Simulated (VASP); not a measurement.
# BaTiO3 (P4mm) in VASP: single point with PBE

Aim: the single point of BaTiO3 with PBE.

Everything below comes from runs of VASP 6.6.1. Logs are shortened: lines on timing, memory, paths and dates and some standing lists are left out, and cuts for length are marked.

## (1) The cell of the first run

Symmetry: P4mm, No. 99, tetragonal system. The conventional cell has a = 4.019 Å, b = 4.019 Å, c = 4.019 Å, α = 90.00°, β = 90.00°, γ = 90.00°. Ba (site symmetry 4mm) has 12 O at 2.84 to 2.85 Å and 8 Ti at 3.48 Å within 3.7 Å. Within 2.4 Å of Ti (site symmetry 4mm) lie 6 O at 1.81 to 2.21 Å. O (site symmetry 4mm) has 2 Ti at 1.81 to 2.21 Å within 2.4 Å. O (site symmetry 2mm) has 2 Ti at 2.01 Å within 2.7 Å.

## (2) Single point, PBE (atom 3 (O) moved by (+0.000, -0.200) A along [1 1 0] and z)

The input, INCAR:

```
SYSTEM = BaTiO3
PREC     = Accurate       ! precision mode
ENCUT    = 520            ! plane-wave cutoff, eV
EDIFF    = 1E-6           ! SCF threshold, eV
ISMEAR   = 0              ! smearing method
SIGMA    = 0.05           ! smearing width, eV
LREAL    = .FALSE.        ! projectors in reciprocal space
LASPH    = .TRUE.         ! aspherical terms in the spheres
NELM     = 80             ! most SCF steps
ALGO     = Normal         ! electronic algorithm
ISIF     = 2              ! what is computed and relaxed
LWAVE    = .FALSE.        ! write WAVECAR
LCHARG   = .FALSE.        ! write CHGCAR
GGA      = PE             ! functional
NBANDS   = 28             ! bands
```

The input, KPOINTS:

```
Automatic mesh
0
G
  8 8 8
  0 0 0
```

The input, POSCAR:

```
BaTiO3
1.0
    4.0192318615      0.0000000000      0.0000000000
    0.0000000000      4.0192318615      0.0000000000
    0.0000000000      0.0000000000      4.0192813204
Ba Ti O
1 1 3
Direct
    0.0000000000      0.0000000000      0.0000000000
    0.5000000000      0.5000000000      0.5000000000
    0.5000000000      0.5000000000     -0.0497601397
    0.5000000000      0.0000000000      0.5000000000
    0.0000000000      0.5000000000      0.5000000000
```

Potentials or basis: VASP PAW PBE potentials, release 64 (Ba_sv, Ti_sv, O).

On the command line:

```sh
cat potpaw_PBE.64/Ba_sv/POTCAR potpaw_PBE.64/Ti_sv/POTCAR potpaw_PBE.64/O/POTCAR > POTCAR
mpirun -np 1 vasp_std > vasp.out
```

OUTCAR:

```text
SYSTEM = BaTiO3
   PREC = Accurate
   ENCUT = 520
   EDIFF = 1E-6
   ISMEAR = 0
   LREAL = .FALSE.
   LASPH = .TRUE.
   NELM = 80
   ISIF = 2
   GGA = PE

 ion  position               nearest neighbor table
   1  0.000  0.000  0.000-   4 2.84   5 2.84   4 2.84   5 2.84   5 2.84   5 2.84   4 2.84   4 2.84
                             3 2.85   3 2.85   3 2.85   3 2.85   2 3.48   2 3.48   2 3.48   2 3.48
   2  0.500  0.500  0.500-   3 1.81   4 2.01   5 2.01   4 2.01   5 2.01   3 2.21   1 3.48   1 3.48
                             1 3.48   1 3.48   1 3.48   1 3.48   1 3.48   1 3.48
   3  0.500  0.500  0.950-   2 1.81   2 2.21   1 2.85   1 2.85   1 2.85   1 2.85
   4  0.500  0.000  0.500-   2 2.01   2 2.01   1 2.84   1 2.84   1 2.84   1 2.84
   5  0.000  0.500  0.500-   2 2.01   2 2.01   1 2.84   1 2.84   1 2.84   1 2.84

  LATTYP: Found a simple tetragonal cell.
 ALAT       =     4.0192318615
 C/A-ratio  =     1.0000123056

  Lattice vectors:

 A1 = (   4.0192318615,   0.0000000000,   0.0000000000)
 A2 = (   0.0000000000,   4.0192318615,   0.0000000000)
 A3 = (   0.0000000000,   0.0000000000,   4.0192813204)

Analysis of symmetry for initial positions (statically):
=====================================================================
 Subroutine PRICEL returns:
 Original cell was already a primitive cell.

 Routine SETGRP: Setting up the symmetry group for a
 simple tetragonal supercell.

 Subroutine GETGRP returns: Found  8 space group operations
 (whereof  8 operations were pure point group operations)
 out of a pool of 16 trial point group operations.

The static configuration has the point symmetry C_4v.

Analysis of symmetry for dynamics (positions and initial velocities):
=====================================================================
 Subroutine PRICEL returns:
 Original cell was already a primitive cell.

 Routine SETGRP: Setting up the symmetry group for a
 simple tetragonal supercell.

 Subroutine GETGRP returns: Found  8 space group operations
 (whereof  8 operations were pure point group operations)
 out of a pool of 16 trial point group operations.

The dynamic configuration has the point symmetry C_4v.

 Subroutine INISYM returns: Found  8 space group operations
 (whereof  8 operations are pure point group operations),
 and found     1 'primitive' translations

----------------------------------------------------------------------------------------

                                     Primitive cell

  volume of cell :      64.9284

  direct lattice vectors                    reciprocal lattice vectors
     4.019231861  0.000000000  0.000000000     0.248803760  0.000000000  0.000000000
     0.000000000  4.019231861  0.000000000     0.000000000  0.248803760  0.000000000
     0.000000000  0.000000000  4.019281320     0.000000000  0.000000000  0.248800699

  length of vectors
     4.019231861  4.019231861  4.019281320     0.248803760  0.248803760  0.248800699

  position of ions in fractional coordinates (direct lattice)
     0.000000000  0.000000000  0.000000000
     0.500000000  0.500000000  0.500000000
     0.500000000  0.500000000  0.950239860
     0.500000000  0.000000000  0.500000000
     0.000000000  0.500000000  0.500000000

  ion indices of the primitive-cell ions
   primitive index   ion index
                 1           1
                 2           2
                 3           3
                 4           4
                 5           5

----------------------------------------------------------------------------------------

 KPOINTS: Automatic mesh

Automatic generation of k-mesh.
 Grid dimensions read from file:
 generate k-points for:    8    8    8

 Generating k-lattice:

  Cartesian coordinates                     Fractional coordinates (reciprocal lattice)
     0.031100470  0.000000000  0.000000000     0.125000000  0.000000000  0.000000000
     0.000000000  0.031100470  0.000000000     0.000000000  0.125000000  0.000000000
     0.000000000  0.000000000  0.031100087     0.000000000  0.000000000  0.125000000

  Length of vectors
     0.031100470  0.031100470  0.031100087

  Shift w.r.t. Gamma in fractional coordinates (k-lattice)
     0.000000000  0.000000000  0.000000000

 Subroutine IBZKPT returns following result:
 ===========================================

 Found     75 irreducible k-points:

 Following reciprocal coordinates:
            Coordinates               Weight
  0.000000  0.000000  0.000000      1.000000
  0.125000  0.000000  0.000000      4.000000
  0.250000  0.000000  0.000000      4.000000
  0.375000  0.000000  0.000000      4.000000
  0.500000  0.000000  0.000000      2.000000
  0.125000  0.125000  0.000000      4.000000
[... 16 lines left out ...]
  0.375000  0.125000  0.125000     16.000000
  0.500000  0.125000  0.125000      8.000000
 [... further k-points ...]
   k-points           NKPTS =     75   k-points in BZ     NKDIM =     75   number of bands    NBANDS=     28
   number of dos      NEDOS =    301   number of ions     NIONS =      5
   total plane-waves  NPLWV =  27000
   dimension x,y,z NGX =    30 NGY =   30 NGZ =   30
   dimension x,y,z NGXF=    60 NGYF=   60 NGZF=   60
   ions per type =               1   1   3
   NGX,Y,Z   is equivalent  to a cutoff of  12.41, 12.41, 12.41 a.u.
   NGXF,Y,Z  is equivalent  to a cutoff of  24.82, 24.82, 24.82 a.u.
 SYSTEM =  BaTiO3
   PREC   = accura    normal or accurate (medium, high low for compatibility)
   ISTART =      0    job   : 0-new  1-cont  2-samecut
   ICHARG =      2    charge: 1-file 2-atom 10-const
   ISPIN  =      1    spin polarized calculation?
   LNONCOLLINEAR =      F non collinear calculations
   LSORBIT =      F    spin-orbit coupling
   LASPH  =      T    aspherical Exc in radial PAW
   ENCUT  =  520.0 eV  38.22 Ry    6.18 a.u.   7.47  7.47  7.47*2*pi/ulx,y,z
   NELM   =     80;   NELMIN=  2; NELMDL= -5     # of ELM steps
   EDIFF  = 0.1E-05   stopping-criterion for ELM
   LREAL  =      F    real-space projection
   EDIFFG = 0.1E-04   stopping-criterion for IOM
   NSW    =      0    number of steps for IOM
   IBRION =     -1    ionic relax: 0-MD 1-quasi-New 2-CG
   NFREE  =      0    steps in history (QN), initial steepest desc. (CG)
   ISIF   =      2    stress and relaxation
   ISYM   =      2    0-nonsym 1-usesym 2-fastsym
   POTIM  = 0.5000    time-step for ionic-motion
   TEBEG  =    0.0;   TEEND  =   0.0 temperature during run
   PSTRESS=    0.0 pullay stress
   NELECT =      40.0000    total number of electrons
   NUPDOWN=      -1.0000    fix difference up-down
   EMIN   =  10.00;   EMAX   =-10.00  energy-range for DOS
   EFERMI =   0.00;   METHOD = LEGACY
   ISMEAR =     0;   SIGMA  =   0.05  broadening in eV -4-tet -1-fermi 0-gaus
   EFERMI_NEDOS =   21; number of points for ismear=-14 and -15
   IALGO  =     38    algorithm
   IMIX   =      4    mixing-type and parameters
     AMIX     =   0.40;   BMIX     =  1.00
     AMIX_MAG =   1.60;   BMIX_MAG =  1.00
  volume/ion in A,a.u.               =      12.99        87.63
  Fermi-wavevector in a.u.,A,eV,Ry     =   1.392996  2.632381 26.401274  1.940439
  Thomas-Fermi vector in A             =   2.516685
   LORBIT       =      0    0 simple, 1 ext, 2 COOP (PROOUT), +10 PAW based schemes
   GGA     = PE    functional components
   LHFCALC =     F    Hartree Fock is set to
   AEXX    =    0.0000 exact exchange contribution
   IVDW    =     0    specifies the selected vdW correction
   LEPSILON=     F    determine dielectric tensor
   LRPA    =     F    only Hartree local field effects (RPA)
 non-spin polarized calculation
 Gauss-broadening in eV      SIGMA  =   0.05
  energy-cutoff  :      520.00
  volume of cell :       64.93
 maximum number of plane-waves:      1775
 NGX is ok and might be reduce to    30
   NGX = 15   NGY = 15   NGZ = 15

 number of electron      39.9999976 magnetization

 Free energy of the ion-electron system (eV)
  ---------------------------------------------------
  ext. energy  EPLUGINS =         0.00000000
  ---------------------------------------------------
  free energy    TOTEN  =       -39.85783815 eV

  energy without entropy =      -39.85783815  energy(sigma->0) =      -39.85783815

 E-fermi :   4.2283     XC(G=0): -11.1781

 val. band max:        3.8306951688   @ k =   0.5000   0.5000   0.5000
 cond. band min:       5.6180772034   @ k =   0.0000   0.0000   0.0000
 fundamental gap:      1.7873820346
 Fermi energy:         4.2282904354

 k-point     1 :       0.0000    0.0000    0.0000
  band No.  band energies     occupation
      1     -52.7414      2.00000
      2     -29.0596      2.00000
      3     -28.9421      2.00000
      4     -28.9421      2.00000
      5     -21.1500      2.00000
      6     -13.1295      2.00000
[... 20 lines left out ...]
     27       8.7866      0.00000
     28      10.9278      0.00000

 k-point     2 :       0.1250    0.0000    0.0000
  band No.  band energies     occupation
      1     -52.7413      2.00000
      2     -29.0593      2.00000
      3     -28.9495      2.00000
      4     -28.9418      2.00000
      5     -21.1342      2.00000
      6     -13.1446      2.00000
[... 20 lines left out ...]
     27       9.0787      0.00000
     28      11.2996      0.00000

 k-point     3 :       0.2500    0.0000    0.0000
  band No.  band energies     occupation
      1     -52.7409      2.00000
      2     -29.0586      2.00000
      3     -28.9673      2.00000
      4     -28.9411      2.00000
      5     -21.0956      2.00000
      6     -13.2135      2.00000
[... 20 lines left out ...]
     27       9.8531      0.00000
     28      12.0341      0.00000

 k-point     4 :       0.3750    0.0000    0.0000
  band No.  band energies     occupation
      1     -52.7406      2.00000
      2     -29.0579      2.00000
      3     -28.9849      2.00000
      4     -28.9404      2.00000
      5     -21.0562      2.00000
      6     -13.3122      2.00000
[... 20 lines left out ...]
     27      10.7973      0.00000
     28      11.9132      0.00000

 k-point     5 :       0.5000    0.0000    0.0000
  band No.  band energies     occupation
      1     -52.7405      2.00000
      2     -29.0576      2.00000
      3     -28.9922      2.00000
      4     -28.9402      2.00000
      5     -21.0397      2.00000
      6     -13.3579      2.00000
[... 20 lines left out ...]
     27      11.2519      0.00000
     28      11.8622      0.00000

 k-point     6 :       0.1250    0.1250    0.0000
  band No.  band energies     occupation
      1     -52.7411      2.00000
      2     -29.0590      2.00000
      3     -28.9494      2.00000
      4     -28.9490      2.00000
      5     -21.1192      2.00000
      6     -13.1463      2.00000
[... 463 lines left out ...]
      5     -21.1049      2.00000
      6     -13.1110      2.00000
[... 20 lines left out ...]
     27       9.6009      0.00000
     28      11.5930      0.00000

 k-point    22 :       0.2500    0.1250    0.1250
  band No.  band energies     occupation
      1     -52.7407      2.00000
      2     -29.0657      2.00000
      3     -28.9665      2.00000
      4     -28.9481      2.00000
      5     -21.0698      2.00000
      6     -13.1296      2.00000
[... 20 lines left out ...]
     27      10.3221      0.00000
     28      11.9380      0.00000

 k-point    23 :       0.3750    0.1250    0.1250
  band No.  band energies     occupation
      1     -52.7403      2.00000
      2     -29.0649      2.00000
      3     -28.9841      2.00000
      4     -28.9474      2.00000
      5     -21.0342      2.00000
      6     -13.1875      2.00000
[... 20 lines left out ...]
     27      11.2108      0.00000
     28      12.3163      0.00000

 k-point    24 :       0.5000    0.1250    0.1250
  band No.  band energies     occupation
      1     -52.7402      2.00000
      2     -29.0646      2.00000
      3     -28.9913      2.00000
      4     -28.9471      2.00000
      5     -21.0193      2.00000
      6     -13.2193      2.00000
[... 20 lines left out ...]
     27      11.5832      0.00000
     28      12.4494      0.00000

 [... further k-points ...]

------------------------ aborting loop because EDIFF is reached ----------------------------------------

  FORCE on cell =-STRESS in cart. coord.  units (eV):
  Direction    XX          YY          ZZ          XY          YZ          ZX
  --------------------------------------------------------------------------------------
  -------------------------------------------------------------------------------------
  Total        1.2602036      1.2602036      3.0960689      0.0000000     -0.0000000      0.0000000
  in kB       31.0968761     31.0968761     76.3988231      0.0000000     -0.0000000      0.0000000
  external PRESSURE =      46.1975251 kB  Pullay stress =       0.0000000 kB

 VOLUME and BASIS-vectors are now :
 -----------------------------------------------------------------------------
  energy-cutoff  :      520.00
  volume of cell :       64.93
      direct lattice vectors                 reciprocal lattice vectors
     4.019231861  0.000000000  0.000000000     0.248803760  0.000000000  0.000000000
     0.000000000  4.019231861  0.000000000     0.000000000  0.248803760  0.000000000
     0.000000000  0.000000000  4.019281320     0.000000000  0.000000000  0.248800699

 POSITION                                       TOTAL-FORCE (eV/Angst)
 -----------------------------------------------------------------------------------
      0.00000      0.00000      0.00000        -0.000000      0.000000     -0.222768
      2.00962      2.00962      2.00964         0.000000      0.000000      0.377672
      2.00962      2.00962      3.81928         0.000000     -0.000000      1.571420
      2.00962      0.00000      2.00964         0.000000      0.000000     -0.863162
      0.00000      2.00962      2.00964        -0.000000     -0.000000     -0.863162
 -----------------------------------------------------------------------------------
    total drift:                                0.000000      0.000000     -0.000156

  FREE ENERGIE OF THE ION-ELECTRON SYSTEM (eV)
  ---------------------------------------------------
  free  energy   TOTEN  =       -39.8578381491 eV

  energy  without entropy=      -39.8578381491  energy(sigma->0) =      -39.85783815
```

Wall time 83 s (1 thread of AMD EPYC 9R45 (Zen 5), shared host); peak memory 0.24 GiB.

Results:

| Property | Result |
| --- | --- |
| Free energy | -39.8578 eV |
| Pressure | 4.6 GPa |
| Largest force | 1.571 eV/Å |
| Band gap on the k mesh | 1.79 eV, indirect (least direct gap 2.09 eV) |

Forces in eV/Å, atoms in the order of the input:
```
Ba   0.000  0.000 -0.223
Ti   0.000  0.000  0.378
O    0.000  0.000  1.571
O    0.000  0.000 -0.863
O    0.000  0.000 -0.863
```

Stress tensor (GPa, compression positive):
```
3.11 0.00 0.00
0.00 3.11 0.00
0.00 0.00 7.64
```

Levels at points of the mesh, in eV from the valence-band top:
```tsv
k point	band 18	band 19	band 20	band 21	band 22	band 23
(0.00, 0.00, 0.00)	-0.41	-0.30	-0.30	1.79	2.03	2.03
(0.50, 0.00, 0.00)	-1.48	-0.97	-0.90	2.08	3.49	3.50
(0.50, 0.50, 0.00)	-1.01	-1.01	-0.09	3.57	3.57	3.92
(0.00, 0.00, 0.50)	-1.92	-0.71	-0.71	1.95	3.59	3.59
(0.50, 0.00, 0.50)	-0.90	-0.89	-0.20	3.51	3.60	3.96
(0.50, 0.50, 0.50)	-0.12	-0.12	0.00	4.17	4.21	4.21
```

Caveat: the cell differs from its parent crystal (atom 3 (O) moved by (+0.000, -0.200) A along [1 1 0] and z); spin-orbit coupling is left out, which moves the levels of the heavy elements; forces of over 1 eV/Å act on the atoms, so gaps and moduli don't describe the material at rest.
